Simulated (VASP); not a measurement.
# BaTiO3 (Amm2) in VASP: settings compared

Aim: see how the results for BaTiO3 move with the level of theory and the settings. Levels: PBE, PBEsol+D3(BJ). Tasks: single point.

Program: VASP 6.6.1. These are calculated values, not measurements. Logs are shortened: lines on timing, memory, paths and dates and some standing lists are left out, and cuts for length are marked.

## (1) The cell of the first run

Symmetry: Amm2, No. 38, orthorhombic system. Conventional cell: a = 3.986 Å, b = 5.674 Å, c = 5.690 Å, α = 90.00°, β = 90.00°, γ = 90.00°. Ba (site symmetry mm2) has 12 O at 2.77 to 2.92 Å and 8 Ti at 3.42 to 3.53 Å within 3.7 Å. Within 2.6 Å of Ti (site symmetry mm2) lie 6 O at 1.93 to 2.09 Å. O (site symmetry m) has 2 Ti at 1.93 to 2.09 Å within 2.6 Å. Within 2.6 Å of O (site symmetry mm2) lie 2 Ti at 2.00 Å.

## (2) Single point, PBE

INCAR

```
ALGO     = Normal         # electronic algorithm
EDIFF    = 1E-7           # SCF threshold, eV
ENCUT    = 520            # plane-wave cutoff, eV
GGA      = PE             # functional
ISIF     = 2              # what is computed and relaxed
ISMEAR   = -1             # smearing method
LASPH    = True           # aspherical terms in the spheres
LCHARG   = True           # write CHGCAR
LELF     = True           # ELF
LREAL    = False          # projectors in reciprocal space
LVHAR    = True         
LWAVE    = False          # write WAVECAR
NBANDS   = 28             # bands
NELM     = 60             # most SCF steps
PREC     = Accurate       # precision mode
SIGMA    = 0.05           # smearing width, eV
```

KPOINTS

```
k-points
0
Gamma
  6 6 6
```

POSCAR

```
BaTiO3
1.0
    3.9855000000      0.0000000000      0.0000000000
    0.0000000000      2.8369000000      2.8451500000
    0.0000000000     -2.8369000000      2.8451500000
Ba Ti O
1 1 3
Direct
    0.0000000000      0.0000000000      0.0000000000
    0.5000000000      0.5124000000      0.5124000000
    0.5000000000      0.9918400000      0.5052400000
    0.5000000000      0.5052400000      0.9918400000
    0.0000000000      0.4874000000      0.4874000000
```

Potentials or basis: VASP PAW PBE potentials, release 64 (Ba_sv, Ti_sv, O).

Command:

```console
> cat potpaw_PBE.64/Ba_sv/POTCAR potpaw_PBE.64/Ti_sv/POTCAR potpaw_PBE.64/O/POTCAR > POTCAR
> mpirun -np 1 vasp_std > vasp.out
```

OUTCAR:

```text
EDIFF = 1E-7
   ENCUT = 520
   GGA = PE
   ISIF = 2
   ISMEAR = -1
   LASPH = True
   LREAL = False
   NELM = 60
   PREC = Accurate

 ion  position               nearest neighbor table
   1  0.000  0.000  0.000-   5 2.77   4 2.81   3 2.81   3 2.81   4 2.81   5 2.84   5 2.84   4 2.84
                             3 2.84   3 2.84   4 2.84   5 2.92   2 3.42   2 3.42   2 3.47   2 3.47
   2  0.500  0.512  0.512-   3 1.93   4 1.93   5 2.00   5 2.00   3 2.09   4 2.09   1 3.42   1 3.42
                             1 3.47   1 3.47   1 3.47   1 3.47   1 3.53   1 3.53
   3  0.500  0.992  0.505-   2 1.93   2 2.09   1 2.81   1 2.81   1 2.84   1 2.84
   4  0.500  0.505  0.992-   2 1.93   2 2.09   1 2.81   1 2.81   1 2.84   1 2.84
   5  0.000  0.487  0.487-   2 2.00   2 2.00   1 2.77   1 2.84   1 2.84   1 2.92

  LATTYP: Found a base centered orthorhombic cell.
 ALAT       =     5.6738000000
 B/A-ratio  =     1.0029081039
 C/A-ratio  =     0.7024392823

  Lattice vectors:

 A1 = (   0.0000000000,   2.8369000000,  -2.8451500000)
 A2 = (   0.0000000000,   2.8369000000,   2.8451500000)
 A3 = (   3.9855000000,   0.0000000000,   0.0000000000)

Analysis of symmetry for initial positions (statically):
=====================================================================
 Subroutine PRICEL returns:
 Original cell was already a primitive cell.

 Routine SETGRP: Setting up the symmetry group for a
 base centered orthorhombic supercell.

 Subroutine GETGRP returns: Found  4 space group operations
 (whereof  4 operations were pure point group operations)
 out of a pool of  8 trial point group operations.

The static configuration has the point symmetry C_2v.

Analysis of symmetry for dynamics (positions and initial velocities):
=====================================================================
 Subroutine PRICEL returns:
 Original cell was already a primitive cell.

 Routine SETGRP: Setting up the symmetry group for a
 base centered orthorhombic supercell.

 Subroutine GETGRP returns: Found  4 space group operations
 (whereof  4 operations were pure point group operations)
 out of a pool of  8 trial point group operations.

The dynamic configuration has the point symmetry C_2v.

 Subroutine INISYM returns: Found  4 space group operations
 (whereof  4 operations are pure point group operations),
 and found     1 'primitive' translations

----------------------------------------------------------------------------------------

                                     Primitive cell

  volume of cell :      64.3372

  direct lattice vectors                    reciprocal lattice vectors
     3.985500000  0.000000000  0.000000000     0.250909547  0.000000000  0.000000000
     0.000000000  2.836900000  2.845150000     0.000000000  0.176248722  0.175737659
     0.000000000 -2.836900000  2.845150000     0.000000000 -0.176248722  0.175737659

  length of vectors
     3.985500000  4.017820321  4.017820321     0.250909547  0.248892219  0.248892219

  position of ions in fractional coordinates (direct lattice)
     0.000000000  0.000000000  0.000000000
     0.500000000  0.512400000  0.512400000
     0.500000000  0.991840000  0.505240000
     0.500000000  0.505240000  0.991840000
     0.000000000  0.487400000  0.487400000

  ion indices of the primitive-cell ions
   primitive index   ion index
                 1           1
                 2           2
                 3           3
                 4           4
                 5           5

----------------------------------------------------------------------------------------

 KPOINTS: k-points

Automatic generation of k-mesh.
 Grid dimensions read from file:
 generate k-points for:    6    6    6

 Generating k-lattice:

  Cartesian coordinates                     Fractional coordinates (reciprocal lattice)
     0.041818258  0.000000000  0.000000000     0.166666667  0.000000000  0.000000000
     0.000000000  0.029374787  0.029289610     0.000000000  0.166666667  0.000000000
[... 49 lines left out ...]

 Free energy of the ion-electron system (eV)
  ---------------------------------------------------
  ext. energy  EPLUGINS =         0.00000000
  ---------------------------------------------------
  free energy    TOTEN  =       -39.97316579 eV

  energy without entropy =      -39.97316579  energy(sigma->0) =      -39.97316579

 E-fermi :   4.7614     XC(G=0): -11.2375

 val. band max:        3.8070308061   @ k =   0.5000   0.5000   0.5000
 cond. band min:       5.6562291239   @ k =   0.0000   0.0000   0.0000
 fundamental gap:      1.8491983178
 Fermi energy:         4.7613512866

 k-point     1 :       0.0000    0.0000    0.0000
  band No.  band energies     occupation
      1     -52.7642      2.00000
      2     -28.9909      2.00000
      3     -28.9896      2.00000
      4     -28.9743      2.00000
      5     -21.0238      2.00000
      6     -13.0766      2.00000
[... 20 lines left out ...]
     27       8.8973      0.00000
     28      11.1307      0.00000

 k-point     2 :       0.1667    0.0000    0.0000
  band No.  band energies     occupation
      1     -52.7640      2.00000
      2     -28.9903      2.00000
      3     -28.9894      2.00000
      4     -28.9877      2.00000
      5     -20.9939      2.00000
      6     -13.0949      2.00000
[... 20 lines left out ...]
     27       9.4013      0.00000
     28      11.7920      0.00000

 k-point     3 :       0.3333    0.0000    0.0000
  band No.  band energies     occupation
      1     -52.7634      2.00000
      2     -29.0153      2.00000
      3     -28.9893      2.00000
      4     -28.9879      2.00000
      5     -20.9330      2.00000
      6     -13.2155      2.00000
[... 20 lines left out ...]
     27      10.6177      0.00000
     28      12.0786      0.00000

 k-point     4 :       0.5000    0.0000    0.0000
  band No.  band energies     occupation
      1     -52.7631      2.00000
      2     -29.0288      2.00000
      3     -28.9888      2.00000
      4     -28.9874      2.00000
      5     -20.9018      2.00000
      6     -13.2981      2.00000
[... 578 lines left out ...]
     27      11.2912      0.00000
     28      12.2953      0.00000

 k-point    23 :       0.3333    0.3333    0.1667
  band No.  band energies     occupation
      1     -52.7625      2.00000
      2     -29.0250      2.00000
      3     -29.0125      2.00000
      4     -28.9994      2.00000
      5     -20.8529      2.00000
      6     -12.8351      2.00000
[... 20 lines left out ...]
     27      12.0525      0.00000
     28      12.1253      0.00000

 k-point    24 :       0.5000    0.3333    0.1667
  band No.  band energies     occupation
      1     -52.7622      2.00000
      2     -29.0257      2.00000
      3     -29.0242      2.00000
      4     -28.9989      2.00000
      5     -20.8311      2.00000
      6     -12.7743      2.00000
[... 20 lines left out ...]
     27      11.9845      0.00000
     28      12.3811      0.00000

 [... further k-points ...]
[... 5 lines left out ...]
  --------------------------------------------------------------------------------------
  -------------------------------------------------------------------------------------
  Total        1.6947162      1.7479234      1.4911637      0.0000000      0.0000000      0.0000000
  in kB       42.2032166     43.5282268     37.1341857      0.0000000      0.0000000      0.0000000
  external PRESSURE =      40.9552097 kB  Pullay stress =       0.0000000 kB

 VOLUME and BASIS-vectors are now :
 -----------------------------------------------------------------------------
  energy-cutoff  :      520.00
  volume of cell :       64.34
      direct lattice vectors                 reciprocal lattice vectors
     3.985500000  0.000000000  0.000000000     0.250909547  0.000000000  0.000000000
     0.000000000  2.836900000  2.845150000     0.000000000  0.176248722  0.175737659
     0.000000000 -2.836900000  2.845150000     0.000000000 -0.176248722  0.175737659

 POSITION                                       TOTAL-FORCE (eV/Angst)
 -----------------------------------------------------------------------------------
      0.00000      0.00000      0.00000         0.000000      0.000000      0.154344
      1.99275      0.00000      2.91571         0.000000      0.000000      0.147998
      1.99275      1.38044      4.25942         0.000000      0.026929     -0.259295
      1.99275     -1.38044      4.25942         0.000000     -0.026929     -0.259295
      0.00000      0.00000      2.77345         0.000000      0.000000      0.216248
 -----------------------------------------------------------------------------------
    total drift:                                0.000000      0.000001      0.000659

  FREE ENERGIE OF THE ION-ELECTRON SYSTEM (eV)
  ---------------------------------------------------
  free  energy   TOTEN  =       -39.9731657921 eV

  energy  without entropy=      -39.9731657914  energy(sigma->0) =      -39.97316579
```

It took 2.9 min on 1 thread of Intel Xeon 8259CL, shared host; peak memory 0.24 GiB.

What came out:

| Item | Value |
| --- | --- |
| Free energy | -39.9732 eV |
| Pressure | 4.1 GPa |
| Largest force | 0.261 eV/Å |
| Band gap on the k mesh | 1.85 eV (least direct gap 2.06 eV) |

Forces on the atoms (eV/Å):
```
Ba   0.000  0.000  0.154
Ti   0.000  0.000  0.148
O    0.000  0.027 -0.259
O    0.000 -0.027 -0.259
O    0.000  0.000  0.216
```

Levels at points of the mesh, in eV from the valence-band top:
```tsv
k point	band 17	band 18	band 19	band 20	band 21	band 22	band 23	band 24
(0.00, 0.00, 0.00)	-1.09	-0.36	-0.25	-0.21	1.85	1.91	2.07	4.01
(0.50, 0.00, 0.00)	-1.81	-1.73	-0.83	-0.78	2.05	3.50	3.59	3.99
(0.00, 0.50, 0.00)	-1.84	-1.68	-0.82	-0.74	2.10	3.53	3.56	4.04
(0.50, 0.50, 0.00)	-1.71	-0.89	-0.88	-0.09	3.55	3.57	3.95	4.75
(0.00, 0.50, 0.50)	-1.66	-0.91	-0.87	-0.14	3.54	3.60	3.94	4.88
(0.50, 0.50, 0.50)	-2.39	-0.05	-0.01	0.00	4.15	4.19	4.21	6.61
```

Caveat: the cell stands under pressure; spin-orbit coupling is left out, which moves the levels of the heavy elements. A k mesh can miss the band edges.

## (3) Single point, PBE

This run uses another cell than the first one, of 13.13 Å³/atom.

INCAR

```
PREC     = Accurate       # precision mode
ENCUT    = 520            # plane-wave cutoff, eV
EDIFF    = 1E-7           # SCF threshold, eV
ISMEAR   = -1             # smearing method
SIGMA    = 0.05           # smearing width, eV
LREAL    = F              # projectors in reciprocal space
LASPH    = T              # aspherical terms in the spheres
NELM     = 80             # most SCF steps
ALGO     = Normal         # electronic algorithm
ISIF     = 2              # what is computed and relaxed
LWAVE    = F              # write WAVECAR
LCHARG   = F              # write CHGCAR
GGA      = PE             # functional
NBANDS   = 28             # bands
```

KPOINTS

```
regular mesh
0
Gamma
  6 6 6
```

POSCAR, as its differences from that of step 2:

```diff
@@ -2,5 +2,5 @@
 1.0
-    3.9855000000      0.0000000000      0.0000000000
-    0.0000000000      2.8369000000      2.8451500000
-    0.0000000000     -2.8369000000      2.8451500000
+    4.0253550000      0.0000000000      0.0000000000
+    0.0000000000      2.8652690000      2.8451500000
+    0.0000000000     -2.8652690000      2.8451500000
 Ba Ti O
```

Potentials or basis: VASP PAW PBE potentials, release 64 (Ba_sv, Ti_sv, O).

Command:

```console
> cat potpaw_PBE.64/Ba_sv/POTCAR potpaw_PBE.64/Ti_sv/POTCAR potpaw_PBE.64/O/POTCAR > POTCAR
> mpirun -np 1 vasp_std > vasp.out
```

Wall time 2.9 min (1 thread of Intel Xeon 8259CL, shared host); peak memory 0.24 GiB.

The run converged. Its results:

```yaml
Free_energy: -39.9921 eV
Pressure: 0.7 GPa
Largest_force: 0.301 eV/Å
Band_gap_on_the_k_mesh: 1.82 eV (least direct gap 2.06 eV)
```

Forces in eV/Å, atoms in the order of the input:
```
Ba   0.000  0.000  0.142
Ti   0.000  0.000  0.215
O    0.000 -0.043 -0.298
O    0.000  0.043 -0.298
O    0.000  0.000  0.239
```

Stress tensor (GPa, compression positive):
```
0.24 0.00 0.00
0.00 0.06 0.00
0.00 0.00 1.80
```

Levels at points of the mesh, in eV from the valence-band top:
| k point | band 16 | band 17 | band 18 | band 19 | band 20 | band 21 | band 22 | band 23 | band 24 | band 25 |
| --- | --- | --- | --- | --- | --- | --- | --- | --- | --- | --- |
| (0.00, 0.00, 0.00) | -1.13 | -1.08 | -0.37 | -0.25 | -0.25 | 1.82 | 1.87 | 1.99 | 3.89 | 3.90 |
| (0.50, 0.00, 0.00) | -1.93 | -1.77 | -1.67 | -0.82 | -0.79 | 2.00 | 3.37 | 3.46 | 3.87 | 5.65 |
| (0.00, 0.50, 0.00) | -1.89 | -1.84 | -1.66 | -0.82 | -0.75 | 2.04 | 3.44 | 3.46 | 3.89 | 5.79 |
| (0.50, 0.50, 0.00) | -2.58 | -1.73 | -0.92 | -0.91 | -0.09 | 3.43 | 3.46 | 3.82 | 4.61 | 7.40 |
| (0.00, 0.50, 0.50) | -2.64 | -1.67 | -0.88 | -0.87 | -0.13 | 3.45 | 3.49 | 3.85 | 4.68 | 7.48 |
| (0.50, 0.50, 0.50) | -2.43 | -2.37 | -0.04 | -0.03 | 0.00 | 4.01 | 4.08 | 4.08 | 6.46 | 6.60 |

Caveat: spin-orbit coupling is left out, which moves the levels of the heavy elements.

## (4) Single point, PBE

This run uses another cell than the first one, of 13.39 Å³/atom.

INCAR

```
SYSTEM = BaTiO3
ALGO = Normal
EDIFF = 1E-6
ENCUT = 520
GGA = PE
ISIF = 2
ISMEAR = -1
LASPH = .TRUE.
LCHARG = .FALSE.
LREAL = .FALSE.
LWAVE = .FALSE.
NBANDS = 28
NELM = 100
PREC = Accurate
SIGMA = 0.05
```

KPOINTS

```
k-points
0
G
  6 6 6
  0 0 0
```

POSCAR, as its differences from that of step 3:

```diff
@@ -2,5 +2,5 @@
 1.0
-    4.0253550000      0.0000000000      0.0000000000
-    0.0000000000      2.8652690000      2.8451500000
-    0.0000000000     -2.8652690000      2.8451500000
+    4.0652100000      0.0000000000      0.0000000000
+    0.0000000000      2.8936380000      2.8451500000
+    0.0000000000     -2.8936380000      2.8451500000
 Ba Ti O
```

Command:

```console
> cat potpaw_PBE.64/Ba_sv/POTCAR potpaw_PBE.64/Ti_sv/POTCAR potpaw_PBE.64/O/POTCAR > POTCAR
> mpirun -np 1 vasp_std > vasp.out
```

Wall time 2.6 min (1 thread of Intel Xeon 8259CL, shared host); peak memory 0.24 GiB.

The run converged. Its results:

- Free energy: -39.9794 eV
- Pressure: -2.4 GPa
- Largest force: 0.353 eV/Å
- Band gap on the k mesh: 1.78 eV (least direct gap 2.02 eV)

Forces in eV/Å, atoms in the order of the input:
```
Ba   0.000  0.000  0.131
Ti   0.000  0.000  0.282
O    0.000 -0.111 -0.335
O    0.000  0.111 -0.335
O    0.000  0.000  0.257
```

Stress tensor (GPa, compression positive):
```
-3.29  0.00  0.00
 0.00 -3.86  0.00
 0.00  0.00  0.07
```

Levels at points of the mesh, in eV from the valence-band top:
| k point | band 17 | band 18 | band 19 | band 20 | band 21 | band 22 | band 23 | band 24 |
| --- | --- | --- | --- | --- | --- | --- | --- | --- |
| (0.00, 0.00, 0.00) | -1.06 | -0.39 | -0.29 | -0.24 | 1.78 | 1.83 | 1.91 | 3.74 |
| (0.50, 0.00, 0.00) | -1.73 | -1.60 | -0.86 | -0.75 | 1.95 | 3.24 | 3.34 | 3.75 |
| (0.00, 0.50, 0.00) | -1.83 | -1.65 | -0.82 | -0.76 | 1.98 | 3.35 | 3.37 | 3.75 |
| (0.50, 0.50, 0.00) | -1.74 | -0.95 | -0.93 | -0.10 | 3.30 | 3.36 | 3.71 | 4.46 |
| (0.00, 0.50, 0.50) | -1.67 | -0.87 | -0.85 | -0.12 | 3.37 | 3.38 | 3.75 | 4.48 |
| (0.50, 0.50, 0.50) | -2.34 | -0.04 | -0.04 | 0.00 | 3.87 | 3.96 | 3.97 | 6.32 |

Caveat: spin-orbit coupling is left out, which moves the levels of the heavy elements.

## (5) Single point, PBEsol+D3(BJ)

This run uses another cell than the first one, of 12.35 Å³/atom.

INCAR

```
SYSTEM = BaTiO3
PREC     = Accurate       ! precision mode
ENCUT    = 520            ! plane-wave cutoff, eV
EDIFF    = 1E-7           ! SCF threshold, eV
ISMEAR   = -1             ! smearing method
SIGMA    = 0.05           ! smearing width, eV
LREAL    = .FALSE.        ! projectors in reciprocal space
LASPH    = .TRUE.         ! aspherical terms in the spheres
NELM     = 100            ! most SCF steps
ALGO     = Normal         ! electronic algorithm
ISIF     = 2              ! what is computed and relaxed
LWAVE    = .FALSE.        ! write WAVECAR
LCHARG   = .FALSE.        ! write CHGCAR
GGA      = PS             ! functional
IVDW     = 12             ! dispersion correction
NBANDS   = 28             ! bands
```

KPOINTS

```
regular mesh
0
G
  7 7 7
  0 0 0
```

POSCAR

```
BaTiO3
1.0
    3.9346110571      0.0000000000      0.0000000000
    0.0000000000      2.7984132661      2.8029750500
    0.0000000000     -2.7984132661      2.8029750500
Ba Ti O
1 1 3
Direct
    0.0000000000      0.0043693107      0.0043693107
    0.5000000000      0.5142127843      0.5142127843
    0.5000000000      0.9898357150      0.4946840783
    0.5000000000      0.4946840783      0.9898357150
    0.0000000000      0.4937781116      0.4937781116
```

Command:

```console
> cat potpaw_PBE.64/Ba_sv/POTCAR potpaw_PBE.64/Ti_sv/POTCAR potpaw_PBE.64/O/POTCAR > POTCAR
> mpirun -np 1 vasp_std > vasp.out
```

Run time: 3.4 min. Hardware: 1 thread of Intel Xeon 8259CL, shared host; peak memory 0.26 GiB.

The run converged. Its results:

```
Free energy                : -43.3372 eV
Pressure                   : 2.1 GPa
Largest force              : 0.040 eV/Å
Band gap on the k mesh     : 2.04 eV (least direct gap 2.19 eV)
Dispersion energy per atom : -0.275 eV
```

Forces on the atoms (eV/Å):
```
Ba   0.000  0.000 -0.027
Ti   0.000  0.000 -0.040
O    0.000  0.014  0.027
O    0.000 -0.014  0.027
O    0.000  0.000  0.013
```

Levels at points of the mesh, in eV from the valence-band top:
| k point | band 17 | band 18 | band 19 | band 20 | band 21 | band 22 | band 23 | band 24 |
| --- | --- | --- | --- | --- | --- | --- | --- | --- |
| (0.00, 0.00, 0.00) | -1.11 | -0.22 | -0.21 | -0.14 | 2.04 | 2.15 | 2.21 | 4.48 |

Caveat: the PAW data sets were made with another functional, which shifts forces and pressure a little; spin-orbit coupling is left out, which moves the levels of the heavy elements.

## (6) Overview

```tsv
level	cell	k mesh	gap on the mesh (eV)	pressure (GPa)	largest force (eV/Å)
PBE	a = 3.986, b = 4.018, c = 4.018 Å, angles 89.8, 90.0, 90.0°, 5 atoms, atomic positions A	6 × 6 × 6	1.85	4.1	0.26
PBE	a = 4.025, b = 4.038, c = 4.038 Å, angles 90.4, 90.0, 90.0°, 5 atoms, atomic positions A	6 × 6 × 6	1.82	0.7	0.30
PBE	a = 4.065, b = 4.058, c = 4.058 Å, angles 91.0, 90.0, 90.0°, 5 atoms, atomic positions A	6 × 6 × 6	1.78	-2.4	0.35
PBEsol+D3(BJ)	a = 3.935, b = 3.961, c = 3.961 Å, angles 89.9, 90.0, 90.0°, 5 atoms, atomic positions B	7 × 7 × 7	2.04	2.1	0.04
```

Alike in all rows: task single point; potentials or basis VASP PAW PBE potentials, release 64 (Ba_sv, Ti_sv, O); no spin polarisation; cutoff (eV) 520; smearing fermi-dirac 0.05 eV.

Caveats: spin-orbit coupling is left out, which moves the levels of the heavy elements; the cell stands under pressure (at least some runs); the PAW data sets were made with another functional, which shifts forces and pressure a little (at least some runs).

Total energies depend on the potentials used, so only differences within one code and one set of settings carry meaning.
